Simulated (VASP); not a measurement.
# Ti in VASP: further runs

The runs below take Ti through single point, with r2SCAN.

All numbers are computed with VASP 6.6.1; they aren't measurements. Logs are shortened: lines on timing, memory, paths and dates and some standing lists are left out, and cuts for length are marked.

### 1 The cell of the first run

The structure is hexagonal, space group P6_3/mmc (No. 194). Conventional cell: a = 2.950 Å, b = 2.950 Å, c = 4.680 Å, α = 90.00°, β = 90.00°, γ = 120.00°. Within 3.8 Å of Ti (site symmetry -6m2) lie 12 Ti at 2.89 to 2.95 Å.

### 2 Single point, r2SCAN

Input file POSCAR:

```
Ti
1.0
    2.9500000000      0.0000000000      0.0000000000
   -1.4750000000      2.5547750000      0.0000000000
    0.0000000000      0.0000000000      4.6800000000
Ti
2
Direct
    0.3333333333      0.6666666667      0.2500000000
    0.6666666667      0.3333333333      0.7500000000
```

Input file INCAR.step1:

```
PREC = Accurate
ENCUT = 520
ISMEAR = -1
SIGMA = 0.05
LREAL = False
LASPH = True
NELM = 100
NBANDS = 19
GGA = PE
ALGO = Normal
EDIFF = 1E-4
LWAVE = True
LCHARG = False
```

Input file INCAR.step2:

```
PREC = Accurate
ENCUT = 520
EDIFF = 1E-6
ISMEAR = -1
SIGMA = 0.05
LREAL = False
LASPH = True
NELM = 100
ALGO = Normal
ISIF = 2
LWAVE = False
LCHARG = False
METAGGA = R2SCAN
LMIXTAU = True
NBANDS = 19
ISTART = 1
```

Input file KPOINTS:

```
Automatic mesh
0
Gamma
  11 11 6
```

Potentials or basis: VASP PAW PBE potentials, release 64 (Ti_sv).

Command:

```
cat potpaw_PBE.64/Ti_sv/POTCAR > POTCAR
cp INCAR.step1 INCAR
mpirun -np 1 vasp_std > vasp.out
cp INCAR.step2 INCAR
mpirun -np 1 vasp_std > vasp.out
```

OUTCAR:

```text
PREC = Accurate
   ENCUT = 520
   EDIFF = 1E-6
   ISMEAR = -1
   LREAL = False
   LASPH = True
   NELM = 100
   ISIF = 2
   METAGGA = R2SCAN
   ISTART = 1

 ion  position               nearest neighbor table
   1  0.333  0.667  0.250-   2 2.89   2 2.89   2 2.89   2 2.89   2 2.89   2 2.89
   2  0.667  0.333  0.750-   1 2.89   1 2.89   1 2.89   1 2.89   1 2.89   1 2.89

  LATTYP: Found a hexagonal cell.
 ALAT       =     2.9500000000
 C/A-ratio  =     1.5864406780

  Lattice vectors:

 A1 = (   2.9500000000,   0.0000000000,   0.0000000000)
 A2 = (  -1.4750000000,   2.5547750000,   0.0000000000)
 A3 = (   0.0000000000,   0.0000000000,   4.6800000000)

Analysis of symmetry for initial positions (statically):
=====================================================================
 Subroutine PRICEL returns:
 Original cell was already a primitive cell.

 Routine SETGRP: Setting up the symmetry group for a
 hexagonal supercell.

 Subroutine GETGRP returns: Found 24 space group operations
 (whereof 12 operations were pure point group operations)
 out of a pool of 24 trial point group operations.

The static configuration has the point symmetry D_3d.
 The point group associated with its full space group is D_6h.

Analysis of symmetry for dynamics (positions and initial velocities):
=====================================================================
 Subroutine PRICEL returns:
 Original cell was already a primitive cell.

 Routine SETGRP: Setting up the symmetry group for a
 hexagonal supercell.

 Subroutine GETGRP returns: Found 24 space group operations
 (whereof 12 operations were pure point group operations)
 out of a pool of 24 trial point group operations.

The dynamic configuration has the point symmetry D_3d.
 The point group associated with its full space group is D_6h.

 Subroutine INISYM returns: Found 24 space group operations
 (whereof 12 operations are pure point group operations),
 and found     1 'primitive' translations

----------------------------------------------------------------------------------------

                                     Primitive cell

  volume of cell :      35.2712

  direct lattice vectors                    reciprocal lattice vectors
     2.950000000  0.000000000  0.000000000     0.338983051  0.195711951  0.000000000
    -1.475000000  2.554775000  0.000000000     0.000000000  0.391423902  0.000000000
     0.000000000  0.000000000  4.680000000     0.000000000  0.000000000  0.213675214

  length of vectors
     2.950000000  2.950000051  4.680000000     0.391423909  0.391423902  0.213675214

  position of ions in fractional coordinates (direct lattice)
     0.333333333  0.666666667  0.250000000
     0.666666667  0.333333333  0.750000000

  ion indices of the primitive-cell ions
   primitive index   ion index
                 1           1
                 2           2

----------------------------------------------------------------------------------------

 KPOINTS: Automatic mesh

Automatic generation of k-mesh.
 Grid dimensions read from file:
 generate k-points for:   11   11    6

 Generating k-lattice:

  Cartesian coordinates                     Fractional coordinates (reciprocal lattice)
     0.030816641  0.017791996  0.000000000     0.090909091 -0.000000000  0.000000000
     0.000000000  0.035583991  0.000000000     0.000000000  0.090909091  0.000000000
     0.000000000  0.000000000  0.035612536     0.000000000  0.000000000  0.166666667

  Length of vectors
     0.035583992  0.035583991  0.035612536

  Shift w.r.t. Gamma in fractional coordinates (k-lattice)
     0.000000000  0.000000000  0.000000000

 Subroutine IBZKPT returns following result:
 ===========================================

 Found     64 irreducible k-points:

 Following reciprocal coordinates:
            Coordinates               Weight
  0.000000  0.000000  0.000000      1.000000
  0.090909  0.000000  0.000000      6.000000
  0.181818  0.000000  0.000000      6.000000
  0.272727  0.000000  0.000000      6.000000
  0.363636  0.000000  0.000000      6.000000
  0.454545  0.000000  0.000000      6.000000
[... 16 lines left out ...]
  0.090909  0.090909  0.166667     12.000000
  0.181818  0.090909  0.166667     24.000000
 [... further k-points ...]
   k-points           NKPTS =     64   k-points in BZ     NKDIM =     64   number of bands    NBANDS=     19
   number of dos      NEDOS =    301   number of ions     NIONS =      2
   total plane-waves  NPLWV =  20736
   dimension x,y,z NGX =    24 NGY =   24 NGZ =   36
   dimension x,y,z NGXF=    48 NGYF=   48 NGZF=   72
   ions per type =               2
   NGX,Y,Z   is equivalent  to a cutoff of  13.53, 13.53, 12.79 a.u.
   NGXF,Y,Z  is equivalent  to a cutoff of  27.05, 27.05, 25.58 a.u.
 SYSTEM =  unknown system
   PREC   = accura    normal or accurate (medium, high low for compatibility)
   ISTART =      1    job   : 0-new  1-cont  2-samecut
   ICHARG =      0    charge: 1-file 2-atom 10-const
   ISPIN  =      1    spin polarized calculation?
   LNONCOLLINEAR =      F non collinear calculations
   LSORBIT =      F    spin-orbit coupling
   LASPH  =      T    aspherical Exc in radial PAW
   ENCUT  =  520.0 eV  38.22 Ry    6.18 a.u.   5.49  5.49  8.70*2*pi/ulx,y,z
   NELM   =    100;   NELMIN=  2; NELMDL=  0     # of ELM steps
   EDIFF  = 0.1E-05   stopping-criterion for ELM
   LREAL  =      F    real-space projection
   EDIFFG = 0.1E-04   stopping-criterion for IOM
   NSW    =      0    number of steps for IOM
   IBRION =     -1    ionic relax: 0-MD 1-quasi-New 2-CG
   NFREE  =      0    steps in history (QN), initial steepest desc. (CG)
   ISIF   =      2    stress and relaxation
   ISYM   =      2    0-nonsym 1-usesym 2-fastsym
   POTIM  = 0.5000    time-step for ionic-motion
   TEBEG  =    0.0;   TEEND  =   0.0 temperature during run
   PSTRESS=    0.0 pullay stress
   NELECT =      24.0000    total number of electrons
   NUPDOWN=      -1.0000    fix difference up-down
   EMIN   =  10.00;   EMAX   =-10.00  energy-range for DOS
   EFERMI =   0.00;   METHOD = LEGACY
   ISMEAR =    -1;   SIGMA  =   0.05  broadening in eV -4-tet -1-fermi 0-gaus
   EFERMI_NEDOS =   21; number of points for ismear=-14 and -15
   IALGO  =     38    algorithm
   IMIX   =      4    mixing-type and parameters
     AMIX     =   0.40;   BMIX     =  1.00
     AMIX_MAG =   1.60;   BMIX_MAG =  1.00
  volume/ion in A,a.u.               =      17.64       119.01
  Fermi-wavevector in a.u.,A,eV,Ry     =   1.439920  2.721054 28.209911  2.073370
  Thomas-Fermi vector in A             =   2.558722
   LORBIT       =      0    0 simple, 1 ext, 2 COOP (PROOUT), +10 PAW based schemes
   METAGGA = R2SCAN    functional components
   LHFCALC =     F    Hartree Fock is set to
   AEXX    =    0.0000 exact exchange contribution
   IVDW    =     0    specifies the selected vdW correction
   LEPSILON=     F    determine dielectric tensor
   LRPA    =     F    only Hartree local field effects (RPA)
 non-spin polarized calculation
  energy-cutoff  :      520.00
  volume of cell :       35.27
 maximum number of plane-waves:       971
 NGX is ok and might be reduce to    24
   NGX = 11   NGY = 11   NGZ = 17

 number of electron      24.0000002 magnetization

 Free energy of the ion-electron system (eV)
  ---------------------------------------------------
  ext. energy  EPLUGINS =         0.00000000
  ---------------------------------------------------
  free energy    TOTEN  =       -25.90450261 eV

  energy without entropy =      -25.88831132  energy(sigma->0) =      -25.89640696

 E-fermi :   8.2342     XC(G=0): -12.3189

 val. band max:        8.2228590316   @ k =   0.1818   0.0000   0.1667
 cond. band min:       8.2422989812   @ k =   0.3636   0.1818   0.3333
 fundamental gap:      0.0194399496
 Fermi energy:         8.2342009426

 k-point     1 :       0.0000    0.0000    0.0000
  band No.  band energies     occupation
      1     -51.0346      2.00000
      2     -50.9005      2.00000
      3     -26.5733      2.00000
      4     -25.9397      2.00000
      5     -25.9396      2.00000
      6     -25.8743      2.00000
[... 11 lines left out ...]
     18      10.0397      0.00000
     19      11.5579      0.00000

 k-point     2 :       0.0909    0.0000    0.0000
  band No.  band energies     occupation
      1     -51.0266      2.00000
      2     -50.8973      2.00000
      3     -26.5552      2.00000
      4     -25.9764      2.00000
      5     -25.9519      2.00000
      6     -25.8818      2.00000
[... 11 lines left out ...]
     18       9.9087      0.00000
     19      11.6262      0.00000

 k-point     3 :       0.1818    0.0000    0.0000
  band No.  band energies     occupation
      1     -51.0045      2.00000
      2     -50.8892      2.00000
      3     -26.5043      2.00000
      4     -26.0759      2.00000
      5     -25.9834      2.00000
      6     -25.9805      2.00000
[... 11 lines left out ...]
     18      10.1681      0.00000
     19      11.7605      0.00000

 k-point     4 :       0.2727    0.0000    0.0000
  band No.  band energies     occupation
      1     -50.9741      2.00000
      2     -50.8802      2.00000
      3     -26.4294      2.00000
      4     -26.2079      2.00000
      5     -26.1063      2.00000
      6     -26.0228      2.00000
[... 11 lines left out ...]
     18      10.7616      0.00000
     19      11.8752      0.00000

 k-point     5 :       0.3636    0.0000    0.0000
  band No.  band energies     occupation
      1     -50.9431      2.00000
      2     -50.8747      2.00000
      3     -26.3456      2.00000
      4     -26.3300      2.00000
      5     -26.2175      2.00000
      6     -26.0578      2.00000
[... 11 lines left out ...]
     18      11.3907      0.00000
     19      11.9456      0.00000
[... 334 lines left out ...]
      2     -50.8793      2.00000
      3     -26.4102      2.00000
      4     -26.2761      2.00000
      5     -26.2165      2.00000
      6     -26.0474      2.00000
[... 11 lines left out ...]
     18      11.2506      0.00000
     19      11.8574      0.00000

 k-point    22 :       0.4545    0.0000    0.1667
  band No.  band energies     occupation
      1     -50.9184      2.00000
      2     -50.8776      2.00000
      3     -26.4460      2.00000
      4     -26.3275      2.00000
      5     -26.2097      2.00000
      6     -26.0671      2.00000
[... 11 lines left out ...]
     18      11.9191      0.00000
     19      12.1183      0.00000

 k-point    23 :       0.0909    0.0909    0.1667
  band No.  band energies     occupation
      1     -51.0036      2.00000
      2     -50.8998      2.00000
      3     -26.4854      2.00000
      4     -26.0249      2.00000
      5     -26.0097      2.00000
      6     -25.9617      2.00000
[... 11 lines left out ...]
     18      10.2497      0.00000
     19      11.6740      0.00000

 k-point    24 :       0.1818    0.0909    0.1667
  band No.  band energies     occupation
      1     -50.9785      2.00000
      2     -50.8901      2.00000
      3     -26.4386      2.00000
      4     -26.1311      2.00000
      5     -26.1017      2.00000
      6     -26.0025      2.00000
[... 11 lines left out ...]
     18      10.6466      0.00000
     19      11.7417      0.00000

 [... further k-points ...]
[... 5 lines left out ...]
  --------------------------------------------------------------------------------------
  -------------------------------------------------------------------------------------
  Total       -0.3504706     -0.3504706     -0.4218499      0.0000000     -0.0000000     -0.0000000
  in kB      -15.9199464    -15.9199471    -19.1623155      0.0000000     -0.0000000     -0.0000000
  external PRESSURE =     -17.0007364 kB  Pullay stress =       0.0000000 kB

 VOLUME and BASIS-vectors are now :
 -----------------------------------------------------------------------------
  energy-cutoff  :      520.00
  volume of cell :       35.27
      direct lattice vectors                 reciprocal lattice vectors
     2.950000000  0.000000000  0.000000000     0.338983051  0.195711951  0.000000000
    -1.475000000  2.554775000  0.000000000     0.000000000  0.391423902  0.000000000
     0.000000000  0.000000000  4.680000000     0.000000000  0.000000000  0.213675214

 POSITION                                       TOTAL-FORCE (eV/Angst)
 -----------------------------------------------------------------------------------
     -0.00000      1.70318      1.17000         0.000000     -0.000000      0.000000
      1.47500      0.85159      3.51000        -0.000000      0.000000      0.000000
 -----------------------------------------------------------------------------------
    total drift:                               -0.000000      0.000000     -0.000000

  FREE ENERGIE OF THE ION-ELECTRON SYSTEM (eV)
  ---------------------------------------------------
  free  energy   TOTEN  =       -25.9045026052 eV

  energy  without entropy=      -25.8883113165  energy(sigma->0) =      -25.89640696
```

Run time: 2.5 min. Hardware: 1 thread of Intel Xeon Platinum 8375C at 2.90GHz (Ice Lake), shared host; peak memory 0.17 GiB.

What came out:

| Item | Value |
| --- | --- |
| Free energy | -25.9045 eV |
| Pressure | -1.7 GPa |
| Band gap on the k mesh | zero (band 12 reaches 9.09 eV, above the bottom of band 13 at 7.87 eV) |

Stress tensor (GPa, compression positive):
```
-1.59  0.00  0.00
 0.00 -1.59  0.00
 0.00  0.00 -1.92
```

Caveat: the PAW data sets were made with another functional, which shifts forces and pressure a little.

### 3 Single point, r2SCAN

POSCAR, as its differences from that of step 2:

```diff
@@ -9,2 +9,2 @@
     0.3333333333      0.6666666667      0.2500000000
-    0.6666666667      0.3333333333      0.7500000000
+    0.6627524276      0.3255048553      0.7500000000
```

Input file INCAR.step1:

```
SYSTEM = Ti
ALGO = Normal ; EDIFF = 1E-4
ENCUT = 520 ; GGA = PE
ISMEAR = -1 ; LASPH = .True.
LCHARG = .False. ; LREAL = .False.
LWAVE = .True. ; NBANDS = 19
NELM = 60 ; PREC = Accurate
SIGMA = 0.05
```

Input file INCAR.step2:

```
SYSTEM = Ti
ALGO = Normal ; EDIFF = 1E-6
ENCUT = 520 ; ISIF = 2
ISMEAR = -1 ; ISTART = 1
LASPH = .True. ; LCHARG = .False.
LMIXTAU = .True. ; LREAL = .False.
LWAVE = .False. ; METAGGA = R2SCAN
NBANDS = 19 ; NELM = 60
PREC = Accurate ; SIGMA = 0.05
```

Input file KPOINTS:

```
k-points
0
Gamma
  11 11 6
  0 0 0
```

Potentials or basis: VASP PAW PBE potentials, release 64 (Ti_sv).

Command:

```
cat potpaw_PBE.64/Ti_sv/POTCAR > POTCAR
cp INCAR.step1 INCAR
mpirun -np 1 vasp_std > vasp.out
cp INCAR.step2 INCAR
mpirun -np 1 vasp_std > vasp.out
```

Run time: 4.8 min. Hardware: 1 thread of Intel Xeon Platinum 8375C at 2.90GHz (Ice Lake), shared host; peak memory 0.21 GiB.

The run converged. Its results:

```
Free energy            : -25.9041 eV
Pressure               : -1.7 GPa
Largest force          : 0.038 eV/Å
Band gap on the k mesh : zero (band 12 reaches 9.08 eV, above the bottom of band 13 at 7.86 eV)
```

Forces in eV/Å, atoms in the order of the input:
```
Ti   0.000 -0.038  0.000
Ti   0.000  0.038  0.000
```

Stress tensor (GPa, compression positive):
```
-1.90  0.00  0.00
 0.00 -1.29  0.00
 0.00  0.00 -1.91
```

Levels at points of the mesh, in eV from the Fermi level:
| k point | band 8 | band 9 | band 10 | band 11 | band 12 | band 13 | band 14 | band 15 | band 16 | band 17 |
| --- | --- | --- | --- | --- | --- | --- | --- | --- | --- | --- |
| (0.00, 0.00, 0.00) | -34.07 | -6.58 | -2.82 | 0.50 | 0.85 | 0.87 | 0.94 | 1.36 | 1.39 | 1.77 |
| (0.00, 0.00, 0.50) | -34.12 | -4.67 | -4.67 | 0.06 | 0.06 | 0.77 | 0.77 | 0.79 | 0.79 | 2.96 |

Caveat: the PAW data sets were made with another functional, which shifts forces and pressure a little.
